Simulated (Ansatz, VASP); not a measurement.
# HfN in VASP and in Ansatz

Contents of INCAR:

```
  PREC = Accurate
  ENCUT = 520
  EDIFF = 1E-7
  ISMEAR = -1
  SIGMA = 0.01
  LREAL = F
  LASPH = T
  NELM = 80
  ALGO = Normal
  ISIF = 2
  LWAVE = F
  LCHARG = F
  NBANDS = 23
```

The input KPOINTS:

```
regular mesh
0
Gamma
  8 8 4
```

File POSCAR:

```
HfN
1.0
    3.0807806518      0.0000000000      0.0000000000
   -1.5403903259      2.6680343658      0.0000000000
    0.0000000000      0.0000000000      5.3249406331
Hf N
2 2
Direct
    0.6666666667      0.3333333333      0.7500000000
    0.3333333333      0.6666666667      0.2500000000
    0.0000000000      0.0000000000      0.0000000000
    0.0000000000      0.0000000000      0.5000000000
```

Input for Ansatz:

```yaml
crystal:
  lattice:
    - [3.080780651811875, 0.0, 0.0]
    - [-1.5403903259059375, 2.6680343658352794, 0.0]
    - [0.0, 0.0, 5.3249406331499545]
  atoms:
    - { symbol: Hf, position: [0.6666666666666666, 0.3333333333333333, 0.75] }
    - { symbol: Hf, position: [0.3333333333333333, 0.6666666666666666, 0.25] }
    - { symbol: "N", position: [0.0, 0.0, 0.0] }
    - { symbol: "N", position: [0.0, 0.0, 0.5] }
basis:
  ecutwfc: 544.22772491976
kpoints:
  mp_grid:
    grid: [8, 8, 4]
hamiltonian:
  xc: lda
scf:
  mixing:
    algorithm: broyden
  occupations:
    method: fermi_dirac
    width: 0.01
output:
  stress: true
```

Alike in both runs: task single point; functional LDA; k mesh 8 × 8 × 4; occupations fermi-dirac, width 0.01 eV; no spin polarisation.

|  | VASP | Ansatz |
| --- | --- | --- |
| version | VASP 6.6.1 | Ansatz 0.2.0 |
| potentials or method | VASP PAW LDA potentials, release 64 (Hf_pv, N), cutoff 520 eV | plane waves, PAW |
| valence electrons in the cell | 30 | 62 |

|  | VASP | Ansatz | Ansatz less VASP |
| --- | --- | --- | --- |
| pressure (GPa) | 5.0 | 6.0 | +1.06 |
| traceless stress, the component that is largest in VASP (GPa) | 0.96 | 0.86 | -0.091 |

LDA's correlation is that of Perdew and Zunger in VASP and of Perdew and Wang (1992) in Ansatz. VASP's potentials hold 30 valence electrons a cell and Ansatz's 62, so a difference there can come from the potentials and not from the codes.

Spin-orbit coupling is off throughout.
